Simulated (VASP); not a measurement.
# RbBr (F-43m) in VASP: further runs

Aim: see how the results for RbBr move with the level of theory and the settings. Levels: PBE, HSE06, PBE0. Tasks: single point.

Program: VASP 6.6.1. These are calculated values, not measurements. Logs are shortened: lines on timing, memory, paths and dates and some standing lists are left out, and cuts for length are marked.

## (1) The cell of the first run

It takes space group F-43m (No. 216, cubic). The conventional cell has a = 7.739 Å, b = 7.739 Å, c = 7.739 Å, α = 90.00°, β = 90.00°, γ = 90.00°. Rb (site symmetry -43m) has 4 Br at 3.35 Å within 4.4 Å. Within 4.4 Å of Br (site symmetry -43m) lie 4 Rb at 3.35 Å.

## (2) Single point, PBE, non-collinear spin, zero start, spin-orbit coupling

File INCAR:

```
SYSTEM = RbBr
  PREC = Accurate
  ENCUT = 520
  EDIFF = 1E-6
  ISMEAR = 0
  SIGMA = 0.01
  LREAL = .False.
  LASPH = .True.
  NELM = 150
  ALGO = Normal
  ISIF = 2
  LWAVE = .False.
  LCHARG = .False.
  MAGMOM = 0 0 0 0 0 0
  LORBIT = 11
  LSORBIT = .True.
  GGA_COMPAT = .False.
  LORBMOM = .True.
  GGA = PE
  NBANDS = 28
```

File KPOINTS:

```
regular mesh
0
Gamma
  6 6 6
  0 0 0
```

File POSCAR:

```
RbBr
1.0
    0.0000000000      3.8694971258      3.8694971258
    3.8694971258      0.0000000000      3.8694971258
    3.8694971258      3.8694971258      0.0000000000
Rb Br
1 1
Direct
    0.0000000000      0.0000000000      0.0000000000
    0.2500000000      0.2500000000      0.2500000000
```

Potentials or basis: VASP PAW PBE potentials, release 64 (Rb_sv, Br).

On the command line:

```sh
$ cat potpaw_PBE.64/Rb_sv/POTCAR potpaw_PBE.64/Br/POTCAR > POTCAR
$ mpirun -np 1 vasp_ncl > vasp.out
```

OUTCAR:

```text
SYSTEM = RbBr
   PREC = Accurate
   ENCUT = 520
   EDIFF = 1E-6
   ISMEAR = 0
   LREAL = .False.
   LASPH = .True.
   NELM = 150
   ISIF = 2
   LORBIT = 11
   LSORBIT = .True.
   GGA = PE

 ion  position               nearest neighbor table
   1  0.000  0.000  0.000-   2 3.35   2 3.35   2 3.35   2 3.35
   2  0.250  0.250  0.250-   1 3.35   1 3.35   1 3.35   1 3.35

  LATTYP: Found a face centered cubic cell.
 ALAT       =     7.7389942516

  Lattice vectors:

 A1 = (   0.0000000000,   3.8694971258,   3.8694971258)
 A2 = (   3.8694971258,   0.0000000000,   3.8694971258)
 A3 = (   3.8694971258,   3.8694971258,   0.0000000000)

Analysis of symmetry for initial positions (statically):
=====================================================================
 Subroutine PRICEL returns:
 Original cell was already a primitive cell.

 Routine SETGRP: Setting up the symmetry group for a
 face centered cubic supercell.

 Subroutine GETGRP returns: Found 24 space group operations
 (whereof 24 operations were pure point group operations)
 out of a pool of 48 trial point group operations.

The static configuration has the point symmetry T_d .

Analysis of symmetry for dynamics (positions and initial velocities):
=====================================================================
 Subroutine PRICEL returns:
 Original cell was already a primitive cell.

 Routine SETGRP: Setting up the symmetry group for a
 face centered cubic supercell.

 Subroutine GETGRP returns: Found 24 space group operations
 (whereof 24 operations were pure point group operations)
 out of a pool of 48 trial point group operations.

The dynamic configuration has the point symmetry T_d .

Analysis of structural, dynamic, and magnetic symmetry:
=====================================================================
 Subroutine PRICEL returns:
 Original cell was already a primitive cell.

 Routine SETGRP: Setting up the symmetry group for a
 face centered cubic supercell.

 Subroutine GETGRP returns: Found 24 space group operations
 (whereof 24 operations were pure point group operations)
 out of a pool of 48 trial point group operations.

The overall configuration has the point symmetry T_d .

 Subroutine INISYM returns: Found 24 space group operations
 (whereof 24 operations are pure point group operations),
 and found     1 'primitive' translations

----------------------------------------------------------------------------------------

                                     Primitive cell

  volume of cell :     115.8760

  direct lattice vectors                    reciprocal lattice vectors
     0.000000000  3.869497126  3.869497126    -0.129215757  0.129215757  0.129215757
     3.869497126  0.000000000  3.869497126     0.129215757 -0.129215757  0.129215757
     3.869497126  3.869497126  0.000000000     0.129215757  0.129215757 -0.129215757

  length of vectors
     5.472295315  5.472295315  5.472295315     0.223808256  0.223808256  0.223808256

  position of ions in fractional coordinates (direct lattice)
     0.000000000  0.000000000  0.000000000
     0.250000000  0.250000000  0.250000000

  ion indices of the primitive-cell ions
   primitive index   ion index
                 1           1
                 2           2

----------------------------------------------------------------------------------------

 KPOINTS: regular mesh

Automatic generation of k-mesh.
 Grid dimensions read from file:
 generate k-points for:    6    6    6

 Generating k-lattice:

  Cartesian coordinates                     Fractional coordinates (reciprocal lattice)
    -0.021535959  0.021535959  0.021535959     0.166666667  0.000000000  0.000000000
     0.021535959 -0.021535959  0.021535959     0.000000000  0.166666667  0.000000000
     0.021535959  0.021535959 -0.021535959     0.000000000  0.000000000  0.166666667

  Length of vectors
[... 95 lines left out ...]

 number of electron      15.9999998 magnetization       0.0000000     -0.0000000     -0.0000000

 Free energy of the ion-electron system (eV)
  ---------------------------------------------------
  ext. energy  EPLUGINS =         0.00000000
  ---------------------------------------------------
  free energy    TOTEN  =        -5.97980591 eV

  energy without entropy =       -5.97980591  energy(sigma->0) =       -5.97980591

 E-fermi :  -2.8226     XC(G=0):  -5.7341

 val. band max:       -2.9481916937   @ k =   0.5000   0.5000   0.0000
 cond. band min:       0.9934633544   @ k =   0.0000   0.0000   0.0000
 fundamental gap:      3.9416550481
 Fermi energy:        -2.8226085007

 k-point     1 :       0.0000    0.0000    0.0000
  band No.  band energies     occupation
      1     -27.6728      1.00000
      2     -27.6728      1.00000
      3     -14.9554      1.00000
      4     -14.9554      1.00000
      5     -12.3534      1.00000
      6     -12.3534      1.00000
[... 671 lines left out ...]
     27       5.9648      0.00000
     28       5.9766      0.00000

------------------------ aborting loop because EDIFF is reached ----------------------------------------

  FORCE on cell =-STRESS in cart. coord.  units (eV):
  Direction    XX          YY          ZZ          XY          YZ          ZX
  --------------------------------------------------------------------------------------
  -------------------------------------------------------------------------------------
  Total        0.1364039      0.1364039      0.1364039     -0.0000000     -0.0000000     -0.0000000
  in kB        1.8860087      1.8860087      1.8860087     -0.0000000     -0.0000000     -0.0000000
  external PRESSURE =       1.8860087 kB  Pullay stress =       0.0000000 kB

 VOLUME and BASIS-vectors are now :
 -----------------------------------------------------------------------------
  energy-cutoff  :      520.00
  volume of cell :      115.88
      direct lattice vectors                 reciprocal lattice vectors
     0.000000000  3.869497126  3.869497126    -0.129215757  0.129215757  0.129215757
     3.869497126  0.000000000  3.869497126     0.129215757 -0.129215757  0.129215757
     3.869497126  3.869497126  0.000000000     0.129215757  0.129215757 -0.129215757

 POSITION                                       TOTAL-FORCE (eV/Angst)
 -----------------------------------------------------------------------------------
      0.00000      0.00000      0.00000         0.000000      0.000000      0.000000
      1.93475      1.93475      1.93475        -0.000000     -0.000000     -0.000000
 -----------------------------------------------------------------------------------
    total drift:                               -0.000000     -0.000000     -0.000000

  FREE ENERGIE OF THE ION-ELECTRON SYSTEM (eV)
  ---------------------------------------------------
  free  energy   TOTEN  =        -5.9798059065 eV

  energy  without entropy=       -5.9798059065  energy(sigma->0) =       -5.97980591

 orbital moment (x)

 # of ion     p       d       tot
 ----------------------------------------
  1         0.000  -0.000   0.000
  2        -0.000   0.000  -0.000
 ----------------------------------------
            0.000  -0.000   0.000

 orbital moment (y)

 # of ion     p       d       tot
 ----------------------------------------
  1        -0.000   0.000  -0.000
  2        -0.000  -0.000  -0.000
 ----------------------------------------
           -0.000   0.000  -0.000

 orbital moment (z)

 # of ion     p       d       tot
 ----------------------------------------
  1         0.000   0.000   0.000
  2         0.000  -0.000  -0.000
 ----------------------------------------
            0.000  -0.000  -0.000

 Spin-Orbit-Coupling matrix elements

 Ion:    1  E_soc:     -0.0529647
 l=   1
     0.0000000    -0.0088185    -0.0088185
    -0.0088185     0.0000000    -0.0088185
    -0.0088185    -0.0088185     0.0000000
 l=   2
     0.0000000    -0.0000038     0.0000000    -0.0000038    -0.0000051
    -0.0000038     0.0000000    -0.0000038    -0.0000038    -0.0000013
     0.0000000    -0.0000038     0.0000000    -0.0000038     0.0000000
    -0.0000038    -0.0000038    -0.0000038     0.0000000    -0.0000013
    -0.0000051    -0.0000013     0.0000000    -0.0000013     0.0000000
 l=   3
     0.0000000     0.0000000     0.0000000     0.0000000     0.0000000     0.0000000     0.0000000
     0.0000000     0.0000000     0.0000000     0.0000000     0.0000000     0.0000000     0.0000000
     0.0000000     0.0000000     0.0000000     0.0000000     0.0000000     0.0000000     0.0000000
     0.0000000     0.0000000     0.0000000     0.0000000     0.0000000     0.0000000     0.0000000
     0.0000000     0.0000000     0.0000000     0.0000000     0.0000000     0.0000000     0.0000000
     0.0000000     0.0000000     0.0000000     0.0000000     0.0000000     0.0000000     0.0000000
     0.0000000     0.0000000     0.0000000     0.0000000     0.0000000     0.0000000     0.0000000

 Ion:    2  E_soc:     -0.0517742
 l=   1
     0.0000000    -0.0086287    -0.0086287
    -0.0086287     0.0000000    -0.0086287
    -0.0086287    -0.0086287     0.0000000
 l=   2
     0.0000000    -0.0000002     0.0000000    -0.0000002    -0.0000002
    -0.0000002     0.0000000    -0.0000002    -0.0000002    -0.0000001
     0.0000000    -0.0000002     0.0000000    -0.0000002     0.0000000
    -0.0000002    -0.0000002    -0.0000002     0.0000000    -0.0000001
    -0.0000002    -0.0000001     0.0000000    -0.0000001     0.0000000
 l=   3
     0.0000000     0.0000000     0.0000000     0.0000000     0.0000000     0.0000000     0.0000000
     0.0000000     0.0000000     0.0000000     0.0000000     0.0000000     0.0000000     0.0000000
     0.0000000     0.0000000     0.0000000     0.0000000     0.0000000     0.0000000     0.0000000
     0.0000000     0.0000000     0.0000000     0.0000000     0.0000000     0.0000000     0.0000000
     0.0000000     0.0000000     0.0000000     0.0000000     0.0000000     0.0000000     0.0000000
     0.0000000     0.0000000     0.0000000     0.0000000     0.0000000     0.0000000     0.0000000
     0.0000000     0.0000000     0.0000000     0.0000000     0.0000000     0.0000000     0.0000000

 total charge

# of ion       s       p       d       tot
------------------------------------------
    1        1.940   5.349   0.022   7.311
    2        1.600   3.291   0.001   4.892
--------------------------------------------------
tot          3.540   8.640   0.023  12.202

 magnetization (x)

# of ion       s       p       d       tot
------------------------------------------
    1        0.000   0.000   0.000   0.000
    2        0.000   0.000   0.000   0.000
--------------------------------------------------
tot          0.000   0.000   0.000   0.000

 magnetization (y)

# of ion       s       p       d       tot
------------------------------------------
    1        0.000   0.000   0.000   0.000
    2       -0.000   0.000   0.000  -0.000
--------------------------------------------------
tot         -0.000   0.000   0.000   0.000

 magnetization (z)

# of ion       s       p       d       tot
------------------------------------------
    1        0.000  -0.000   0.000  -0.000
    2        0.000   0.000  -0.000   0.000
--------------------------------------------------
tot          0.000  -0.000   0.000   0.000
```

Wall time 4.7 min (1 thread of AMD EPYC 9755, shared host); peak memory 0.54 GiB.

What came out:

* Free energy: -5.9798 eV
* Pressure: 0.2 GPa
* Net moment: 0.00 μB per cell
* Valence electrons inside the program's atomic spheres: Rb 7.31; Br 4.89

Moments on the atoms (μB; x, y, z):
```
Rb  0.00 0.00 0.00
Br  0.00 0.00 0.00
```

## (3) Single point, HSE06

POSCAR is that of step 2.

File INCAR.step1:

```
PREC     = Accurate       # precision mode
ENCUT    = 520            # plane-wave cutoff, eV
EDIFF    = 1E-5           # SCF threshold, eV
ISMEAR   = 0              # smearing method
SIGMA    = 0.01           # smearing width, eV
LREAL    = F              # projectors in reciprocal space
LASPH    = T              # aspherical terms in the spheres
NELM     = 100            # most SCF steps
ALGO     = Normal         # electronic algorithm
ISIF     = 2              # what is computed and relaxed
LWAVE    = T              # write WAVECAR
LCHARG   = F              # write CHGCAR
GGA      = PE             # functional
NBANDS   = 15             # bands
```

File INCAR.step2:

```
PREC     = Accurate       # precision mode
ENCUT    = 520            # plane-wave cutoff, eV
EDIFF    = 1E-6           # SCF threshold, eV
ISMEAR   = 0              # smearing method
SIGMA    = 0.01           # smearing width, eV
LREAL    = F              # projectors in reciprocal space
LASPH    = T              # aspherical terms in the spheres
NELM     = 100            # most SCF steps
ALGO     = Normal         # electronic algorithm
ISIF     = 2              # what is computed and relaxed
LWAVE    = F              # write WAVECAR
LCHARG   = F              # write CHGCAR
GGA      = PE             # functional
LHFCALC  = T              # exact exchange
HFSCREEN = 0.2079         # screening, 1/A
PRECFOCK = Normal       
ISTART   = 1            
NBANDS   = 15             # bands
```

File KPOINTS:

```
regular mesh
0
Gamma
  4 4 4
```

Potentials or basis: VASP PAW PBE potentials, release 64 (Rb_sv, Br).

On the command line:

```sh
$ cat potpaw_PBE.64/Rb_sv/POTCAR potpaw_PBE.64/Br/POTCAR > POTCAR
$ cp INCAR.step1 INCAR
$ mpirun -np 1 vasp_std > vasp.out
$ cp INCAR.step2 INCAR
$ mpirun -np 1 vasp_std > vasp.out
```

Wall time 15 min (1 thread of AMD EPYC 9755, shared host); peak memory 0.33 GiB.

The run converged. Its results:

```
Free energy            : -6.8752 eV
Pressure               : 0.1 GPa
Band gap on the k mesh : 5.18 eV, indirect (least direct gap 5.26 eV)
```

Levels at points of the mesh, in eV from the valence-band top:
```csv
k point,band 4,band 5,band 6,band 7,band 8,band 9,band 10,band 11,band 12,band 13
"(0.00, 0.00, 0.00)",-9.21,-9.21,-0.09,-0.09,-0.09,5.18,9.47,9.47,10.41,10.41
"(0.50, 0.00, 0.00)",-9.22,-9.16,-0.30,-0.04,-0.04,7.44,7.59,9.04,9.04,10.57
"(0.50, 0.50, 0.00)",-9.24,-9.11,-0.39,0.00,0.00,7.01,7.87,9.75,10.32,10.37
```

Caveat: the PAW data sets were made with another functional, which shifts forces and pressure a little. A k mesh can miss the band edges.

## (4) Single point, PBE0

POSCAR is that of step 3.

File INCAR.step1:

```
SYSTEM = RbBr
ALGO     = Normal         ! electronic algorithm
EDIFF    = 1E-5           ! SCF threshold, eV
ENCUT    = 520            ! plane-wave cutoff, eV
GGA      = PE             ! functional
ISIF     = 2              ! what is computed and relaxed
ISMEAR   = 0              ! smearing method
LASPH    = .True.         ! aspherical terms in the spheres
LCHARG   = .False.        ! write CHGCAR
LREAL    = .False.        ! projectors in reciprocal space
LWAVE    = .True.         ! write WAVECAR
NBANDS   = 15             ! bands
NELM     = 80             ! most SCF steps
PREC     = Accurate       ! precision mode
SIGMA    = 0.01           ! smearing width, eV
```

File INCAR.step2:

```
SYSTEM = RbBr
AEXX     = 0.25           ! exact-exchange fraction
ALGO     = Normal         ! electronic algorithm
EDIFF    = 1E-7           ! SCF threshold, eV
ENCUT    = 520            ! plane-wave cutoff, eV
GGA      = PE             ! functional
ISIF     = 2              ! what is computed and relaxed
ISMEAR   = 0              ! smearing method
ISTART   = 1            
LASPH    = .True.         ! aspherical terms in the spheres
LCHARG   = .False.        ! write CHGCAR
LHFCALC  = .True.         ! exact exchange
LREAL    = .False.        ! projectors in reciprocal space
LWAVE    = .False.        ! write WAVECAR
NBANDS   = 15             ! bands
NELM     = 80             ! most SCF steps
PREC     = Accurate       ! precision mode
PRECFOCK = Normal       
SIGMA    = 0.01           ! smearing width, eV
```

File KPOINTS:

```
k-points
0
Gamma
  4 4 4
  0 0 0
```

On the command line:

```sh
$ cat potpaw_PBE.64/Rb_sv/POTCAR potpaw_PBE.64/Br/POTCAR > POTCAR
$ cp INCAR.step1 INCAR
$ mpirun -np 1 vasp_std > vasp.out
$ cp INCAR.step2 INCAR
$ mpirun -np 1 vasp_std > vasp.out
```

It took 17 min on 1 thread of AMD EPYC 9755, shared host; peak memory 0.23 GiB.

Results (log left out):

| Quantity | Value |
| --- | --- |
| Free energy | -7.3885 eV |
| Pressure | 0.1 GPa |
| Band gap on the k mesh | 5.91 eV, indirect (least direct gap 6.00 eV) |

Levels at points of the mesh, in eV from the valence-band top:
| k point | band 4 | band 5 | band 6 | band 7 | band 8 | band 9 | band 10 | band 11 | band 12 | band 13 |
| --- | --- | --- | --- | --- | --- | --- | --- | --- | --- | --- |
| (0.00, 0.00, 0.00) | -9.22 | -9.22 | -0.09 | -0.09 | -0.09 | 5.91 | 10.26 | 10.26 | 11.18 | 11.18 |
| (0.50, 0.00, 0.00) | -9.24 | -9.17 | -0.30 | -0.04 | -0.04 | 8.19 | 8.34 | 9.81 | 9.81 | 11.35 |
| (0.50, 0.50, 0.00) | -9.26 | -9.12 | -0.40 | 0.00 | 0.00 | 7.76 | 8.63 | 10.53 | 11.09 | 11.14 |

Caveat: the PAW data sets were made with another functional, which shifts forces and pressure a little.

## (5) The runs side by side

| level | spin | k mesh | grid for exact exchange (PRECFOCK) | screening parameter | gap on the mesh (eV) | pressure (GPa) |
| --- | --- | --- | --- | --- | --- | --- |
| PBE | non-collinear, zero start, SOC | 6 × 6 × 6 | - | - | - | 0.2 |
| HSE06 | off | 4 × 4 × 4 | Normal | 0.2079 1/Å | 5.18 | 0.1 |
| PBE0 | off | 4 × 4 × 4 | Normal | - | 5.91 | 0.1 |

Alike in all rows: task single point; potentials or basis VASP PAW PBE potentials, release 64 (Rb_sv, Br); cell as given; cutoff (eV) 520; smearing gaussian 0.01 eV.

Caveats: the PAW data sets were made with another functional, which shifts forces and pressure a little (some runs).

Absolute energies hang on the potentials; compare differences alone.
